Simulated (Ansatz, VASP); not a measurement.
Ge2Sb2Te5 in VASP and in Ansatz

The input INCAR:

```
SYSTEM = Ge2Sb2Te5
PREC = Accurate
ENCUT = 520
EDIFF = 1E-6
ISMEAR = -1
SIGMA = 0.05
LREAL = .FALSE.
LASPH = .TRUE.
NELM = 80
ALGO = Normal
ISIF = 2
LWAVE = .FALSE.
LCHARG = .TRUE.
GGA = B5
ALDAX = 1.0
AGGAX = 1.0
AGGAC = 1.0
ALDAC = 0.0
LELF = .TRUE.
LVHAR = .TRUE.
NBANDS = 44
```

KPOINTS

```
regular mesh
0
G
  7 7 2
  0 0 0
```

Contents of POSCAR:

```
Ge2Sb2Te5
1.0
    4.2940644248      0.0000000000      0.0000000000
   -2.1470322124      3.7187688774      0.0000000000
    0.0000000000      0.0000000000     17.1013460000
Te Sb Ge
5 2 2
Direct
    0.6666666667      0.3333333333      0.4198920000
    0.3333333333      0.6666666667      0.5801080000
    0.3333333333      0.6666666667      0.2015420000
    0.6666666667      0.3333333333      0.7984580000
    0.0000000000      0.0000000000      0.0000000000
    0.0000000000      0.0000000000      0.3200680000
    0.0000000000      0.0000000000      0.6799320000
    0.6666666667      0.3333333333      0.1028950000
    0.3333333333      0.6666666667      0.8971050000
```

File input.yaml:

```yaml
crystal:
  lattice:
    - [4.2940644248, 0.0, 0.0]
    - [-2.1470322124, 3.7187688774, 0.0]
    - [0.0, 0.0, 17.101346]
  atoms:
    - { symbol: Te, position: [0.6666666667, 0.3333333333, 0.419892] }
    - { symbol: Te, position: [0.3333333333, 0.6666666667, 0.580108] }
    - { symbol: Te, position: [0.3333333333, 0.6666666667, 0.201542] }
    - { symbol: Te, position: [0.6666666667, 0.3333333333, 0.798458] }
    - { symbol: Te, position: [0.0, 0.0, 0.0] }
    - { symbol: Sb, position: [0.0, 0.0, 0.320068] }
    - { symbol: Sb, position: [0.0, 0.0, 0.679932] }
    - { symbol: Ge, position: [0.6666666667, 0.3333333333, 0.102895] }
    - { symbol: Ge, position: [0.3333333333, 0.6666666667, 0.897105] }
hamiltonian:
  xc: blyp
  pseudopotentials: { kind: paw }
kpoints:
  mp_grid: { grid: [7, 7, 2] }
  band_path:
    path:
      - [[0.0, 0.0, 0.0], [0.5, 0.0, 0.0], [0.3333333333, 0.3333333333, 0.0], [0.0, 0.0, 0.0], [0.0, 0.0, 0.5], [0.5, 0.0, 0.5], [0.3333333333, 0.3333333333, 0.5], [0.0, 0.0, 0.5]]
      - [[0.5, 0.0, 0.5], [0.5, 0.0, 0.0]]
      - [[0.3333333333, 0.3333333333, 0.0], [0.3333333333, 0.3333333333, 0.5]]
    npoints: 10
scf:
  occupations: { method: fermi_dirac, width: 0.05 }
  n_extra_bands: 22
output:
  forces: true
  stress: true
  eigenvalues: true
  fatbands: false
  write_density: true
  write_potential: true
  elf: true
  volumetric_format: npy
```

Alike in both runs: functional BLYP; k mesh 7 × 7 × 2; occupations fermi-dirac, width 0.05 eV; no spin polarisation.

|  | VASP | Ansatz |
| --- | --- | --- |
| version | VASP 6.6.1 | Ansatz 0.2.0 |
| potentials or method | VASP PAW PBE potentials, release 64 (Te, Sb, Ge_d) | Ansatz PAW |
| plane-wave cutoff (eV) | 520 | 420 |
| valence electrons in the cell | 68 | 138 |
| task | single point | band structure |

Ansatz gave:

- gap on the k mesh at the Fermi level (eV): 0.30
- least direct gap on the mesh (eV): 0.30
- pressure (GPa): 4.3
- traceless stress, the component that is largest in VASP (GPa): -0.07
- rms of the force components (eV/Å): 0.033

Q: What did VASP give for the same quantities?

A: gap on the k mesh at the Fermi level (eV): 0.27; least direct gap on the mesh (eV): 0.27; pressure (GPa): 4.5; traceless stress, the component that is largest in VASP (GPa): -0.06; rms of the force components (eV/Å): 0.044.

VASP's potentials were made for PBE, not for BLYP. Atom by atom the forces differ by 0.017 eV/Å (rms over components). VASP's potentials hold 68 valence electrons a cell and Ansatz's 138, so a difference there can come from the potentials and not from the codes.

Spin-orbit coupling is off throughout.
